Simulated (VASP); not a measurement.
# SnGe2 (Fm-3m) in VASP: vibrations by perturbation theory with LDA

Aim: the vibrations by perturbation theory of SnGe2 with LDA.

Everything below comes from runs of VASP 6.6.1. Logs are shortened: lines on timing, memory, paths and dates and some standing lists are left out, and cuts for length are marked.

### 1 The cell of the first run

The structure is cubic, space group Fm-3m (No. 225). The conventional cell has a = 6.583 Å, b = 6.583 Å, c = 6.583 Å, α = 90.00°, β = 90.00°, γ = 90.00°. Within 3.8 Å of Sn (site symmetry m-3m) lie 8 Ge at 2.85 Å. Within 3.8 Å of Ge (site symmetry -43m) lie 4 Sn at 2.85 Å and 6 Ge at 3.29 Å.

### 2 Vibrations by perturbation theory, LDA

The input, INCAR:

```
PREC = Accurate ; ENCUT = 500
EDIFF = 1E-8 ; ISMEAR = -1
SIGMA = 0.15 ; LREAL = F
LASPH = T ; NELM = 120
ALGO = Normal ; ISIF = 2
LWAVE = F ; LCHARG = F
GGA = CA ; IBRION = 8
NSW = 1 ; GGA_COMPAT = F
```

The input, KPOINTS:

```
regular mesh
0
Gamma
  12 12 12
```

The input, POSCAR:

```
SnGe2
1.0
    0.0000000000      3.2916991427      3.2916991427
    3.2916991427      0.0000000000      3.2916991427
    3.2916991427      3.2916991427      0.0000000000
Sn Ge
1 2
Direct
    0.0000000000      0.0000000000      0.0000000000
    0.7500000000      0.7500000000      0.7500000000
    0.2500000000      0.2500000000      0.2500000000
```

Potentials or basis: VASP PAW LDA potentials, release 64 (Sn_d, Ge_d).

Command:

```console
$ cat potpaw_LDA.64/Sn_d/POTCAR potpaw_LDA.64/Ge_d/POTCAR > POTCAR
$ mpirun -np 1 vasp_std > vasp.out
```

OUTCAR:

```text
PREC = Accurate
   ENCUT = 500
   EDIFF = 1E-8
   ISMEAR = -1
   LREAL = F
   LASPH = T
   NELM = 120
   ISIF = 2
   GGA = CA
   IBRION = 8
   NSW = 1

 ion  position               nearest neighbor table
   1  0.000  0.000  0.000-   2 2.85   2 2.85   2 2.85   2 2.85   3 2.85   3 2.85   3 2.85   3 2.85

   2  0.750  0.750  0.750-   1 2.85   1 2.85   1 2.85   1 2.85
   3  0.250  0.250  0.250-   1 2.85   1 2.85   1 2.85   1 2.85

  LATTYP: Found a face centered cubic cell.
 ALAT       =     6.5833982854

  Lattice vectors:

 A1 = (   0.0000000000,   3.2916991427,   3.2916991427)
 A2 = (   3.2916991427,   0.0000000000,   3.2916991427)
 A3 = (   3.2916991427,   3.2916991427,   0.0000000000)

Analysis of symmetry for initial positions (statically):
=====================================================================
 Subroutine PRICEL returns:
 Original cell was already a primitive cell.

 Routine SETGRP: Setting up the symmetry group for a
 face centered cubic supercell.

 Subroutine GETGRP returns: Found 48 space group operations
 (whereof 48 operations were pure point group operations)
 out of a pool of 48 trial point group operations.

The static configuration has the point symmetry O_h .

Analysis of symmetry for dynamics (positions and initial velocities):
=====================================================================
 Subroutine PRICEL returns:
 Original cell was already a primitive cell.

 Routine SETGRP: Setting up the symmetry group for a
 face centered cubic supercell.

 Subroutine GETGRP returns: Found 48 space group operations
 (whereof 48 operations were pure point group operations)
 out of a pool of 48 trial point group operations.

The dynamic configuration has the point symmetry O_h .

 Subroutine INISYM returns: Found 48 space group operations
 (whereof 48 operations are pure point group operations),
 and found     1 'primitive' translations

----------------------------------------------------------------------------------------

                                     Primitive cell

  volume of cell :      71.3330

  direct lattice vectors                    reciprocal lattice vectors
     0.000000000  3.291699143  3.291699143    -0.151897236  0.151897236  0.151897236
     3.291699143  0.000000000  3.291699143     0.151897236 -0.151897236  0.151897236
     3.291699143  3.291699143  0.000000000     0.151897236  0.151897236 -0.151897236

  length of vectors
     4.655165571  4.655165571  4.655165571     0.263093729  0.263093729  0.263093729

  position of ions in fractional coordinates (direct lattice)
     0.000000000  0.000000000  0.000000000
     0.750000000  0.750000000  0.750000000
     0.250000000  0.250000000  0.250000000

  ion indices of the primitive-cell ions
   primitive index   ion index
                 1           1
                 2           2
                 3           3

----------------------------------------------------------------------------------------

 KPOINTS: regular mesh

Automatic generation of k-mesh.
 Grid dimensions read from file:
 generate k-points for:   12   12   12

 Generating k-lattice:

  Cartesian coordinates                     Fractional coordinates (reciprocal lattice)
    -0.012658103  0.012658103  0.012658103     0.083333333  0.000000000  0.000000000
[... 84 lines left out ...]
   GGA     = CA    functional components
   LHFCALC =     F    Hartree Fock is set to
   AEXX    =    0.0000 exact exchange contribution
   IVDW    =     0    specifies the selected vdW correction
   LEPSILON=     F    determine dielectric tensor
   LRPA    =     F    only Hartree local field effects (RPA)
 non-spin polarized calculation
  energy-cutoff  :      500.00
  volume of cell :       71.33
 maximum number of plane-waves:      1837
 NGX is ok and might be reduce to    36
   NGX = 17   NGY = 17   NGZ = 17

--------------------------------------- Ionic step        1  -------------------------------------------

 number of electron      41.9999963 magnetization

 Free energy of the ion-electron system (eV)
  ---------------------------------------------------
  ext. energy  EPLUGINS =         0.00000000
  ---------------------------------------------------
  free energy    TOTEN  =       -13.80767160 eV

  energy without entropy =      -13.68969418  energy(sigma->0) =      -13.74868289

 E-fermi :   6.1150     XC(G=0): -10.5160

 val. band max:        6.0867262312   @ k =   0.1667   0.1667   0.0000
 cond. band min:       6.1215981780   @ k =   0.3333   0.1667   0.0833
 fundamental gap:      0.0348719468
 Fermi energy:         6.1149811134

 k-point     1 :       0.0000    0.0000    0.0000
  band No.  band energies     occupation
      1     -18.7808      2.00000
      2     -18.7808      2.00000
      3     -18.7699      2.00000
      4     -18.7699      2.00000
      5     -18.7699      2.00000
      6     -18.7477      2.00000
[... 661 lines left out ...]
     24       9.0542      0.00000
     25      10.8241      0.00000

 [... further k-points ...]
[... 5 lines left out ...]
  --------------------------------------------------------------------------------------
  -------------------------------------------------------------------------------------
  Total        0.4447436      0.4447436      0.4447436     -0.0000000      0.0000000      0.0000000
  in kB        9.9891820      9.9891820      9.9891820     -0.0000000      0.0000000      0.0000000
  external PRESSURE =       9.9891820 kB  Pullay stress =       0.0000000 kB

 VOLUME and BASIS-vectors are now :
 -----------------------------------------------------------------------------
  energy-cutoff  :      500.00
  volume of cell :       71.33
      direct lattice vectors                 reciprocal lattice vectors
     0.000000000  3.291699143  3.291699143    -0.151897236  0.151897236  0.151897236
     3.291699143  0.000000000  3.291699143     0.151897236 -0.151897236  0.151897236
     3.291699143  3.291699143  0.000000000     0.151897236  0.151897236 -0.151897236

 POSITION                                       TOTAL-FORCE (eV/Angst)
 -----------------------------------------------------------------------------------
      0.00000      0.00000      0.00000        -0.000000      0.000000      0.000000
      4.93755      4.93755      4.93755         0.000000      0.000000      0.000000
      1.64585      1.64585      1.64585        -0.000000     -0.000000     -0.000000
 -----------------------------------------------------------------------------------
    total drift:                                0.000000      0.000000      0.000000

  FREE ENERGIE OF THE ION-ELECTRON SYSTEM (eV)
  ---------------------------------------------------
  free  energy   TOTEN  =       -13.8076716029 eV

  energy  without entropy=      -13.6896941798  energy(sigma->0) =      -13.74868289

[... ionic steps 2 to 3 ...]

--------------------------------------- Ionic step        4  -------------------------------------------

------------------------ aborting loop because EDIFF is reached ----------------------------------------

[... ionic steps 5 to 6 ...]

--------------------------------------- Ionic step        7  -------------------------------------------

 Free energy of the ion-electron system (eV)
  ---------------------------------------------------
  ---------------------------------------------------
  free energy    TOTEN  =        -0.19924828 eV

  energy without entropy =       -0.19924828

------------------------ aborting loop because EDIFF is reached ----------------------------------------

 INTERNAL STRAIN TENSOR  FOR ION    2  DIRECTION 1   (eV/Angst):
 -----------------------------------------------------------------------------
     0.00543  0.00000  0.00000
     0.00000 -0.00276  4.59781
     0.00000  4.59781 -0.00276

 INTERNAL STRAIN TENSOR FOR ION    3 for displacements in x,y,z  (eV/Angst):
          X           Y           Z          XY          YZ          ZX
  --------------------------------------------------------------------------------
  x     0.00000    -0.00000    -0.00000     0.00000    -4.59781     0.00000
  y     0.00000     0.00000     0.00000     0.00000     0.00000    -4.59781
  z    -0.00000    -0.00000     0.00000    -4.59781     0.00000     0.00000

 SECOND DERIVATIVES (NOT SYMMETRIZED)
 ------------------------------------
               1X          1Y          1Z          2X          2Y          2Z          3X          3Y          3Z
  1X    -5.265105    0.000000    0.000000    2.632552    0.000000    0.000000    2.632552    0.000000    0.000000
  1Y     0.000000   -5.265105    0.000000    0.000000    2.632552    0.000000    0.000000    2.632552    0.000000
  1Z     0.000000    0.000000   -5.265105    0.000000    0.000000    2.632552    0.000000    0.000000    2.632552
  2X     2.631407    0.000000    0.000000   -2.766756    0.000000    0.000000    0.135349    0.000000    0.000000
  2Y     0.000000    2.631407    0.000000    0.000000   -2.766756    0.000000    0.000000    0.135349    0.000000
  2Z     0.000000    0.000000    2.631407    0.000000    0.000000   -2.766756    0.000000    0.000000    0.135349
  3X     2.631407    0.000000    0.000000    0.135349    0.000000    0.000000   -2.766756    0.000000    0.000000
  3Y     0.000000    2.631407    0.000000    0.000000    0.135349    0.000000    0.000000   -2.766756    0.000000
  3Z     0.000000    0.000000    2.631407    0.000000    0.000000    0.135349    0.000000    0.000000   -2.766756

 Eigenvectors and eigenvalues of the dynamical matrix
 ----------------------------------------------------

   1 f  =    4.438122 THz    27.885544 2PiTHz  148.039822 cm-1    18.354590 meV
             X         Y         Z           dx          dy          dz
      0.000000  0.000000  0.000000     0.723355    0.164580   -0.000000
      4.937549  4.937549  4.937549    -0.462352   -0.105195    0.000000
      1.645850  1.645850  1.645850    -0.462352   -0.105195    0.000000
[... 43 lines left out ...]
   9 f/i=    0.000480 THz     0.003017 2PiTHz    0.016019 cm-1     0.001986 meV
             X         Y         Z           dx          dy          dz
      0.000000  0.000000  0.000000    -0.037491   -0.669526    0.000000
      4.937549  4.937549  4.937549    -0.029328   -0.523741    0.000000
      1.645850  1.645850  1.645850    -0.029328   -0.523741    0.000000

--------------------------------------------------------------------------------------------------------

 ELASTIC MODULI CONTR FROM IONIC RELAXATION (kBar)
 Direction    XX          YY          ZZ          XY          YZ          ZX
 --------------------------------------------------------------------------------
 XX          -0.0000     -0.0000     -0.0000     -0.0000     -0.0000      0.0000
 YY          -0.0000     -0.0000     -0.0000     -0.0000     -0.0000      0.0000
 ZZ          -0.0000     -0.0000     -0.0000     -0.0000     -0.0000      0.0000
 XY          -0.0000     -0.0000     -0.0000   -327.2187     -0.0000      0.0000
 YZ          -0.0000     -0.0000     -0.0000     -0.0000   -327.2187      0.0000
 ZX           0.0000      0.0000      0.0000      0.0000      0.0000   -327.2187
 --------------------------------------------------------------------------------
```

Wall time 52 min (1 thread of Intel Xeon 8259CL, shared host); peak memory 0.96 GiB.

What came out:

```
Highest phonon frequency at Γ : 148 cm⁻¹
```

Phonon frequencies in cm⁻¹ (negative: imaginary):
| q point | frequencies |
| --- | --- |
| (0.000, 0.000, 0.000) | 0 0 0 104 104 104 148 148 148 |

Caveat: spin-orbit coupling is left out, which moves the levels of the heavy elements.
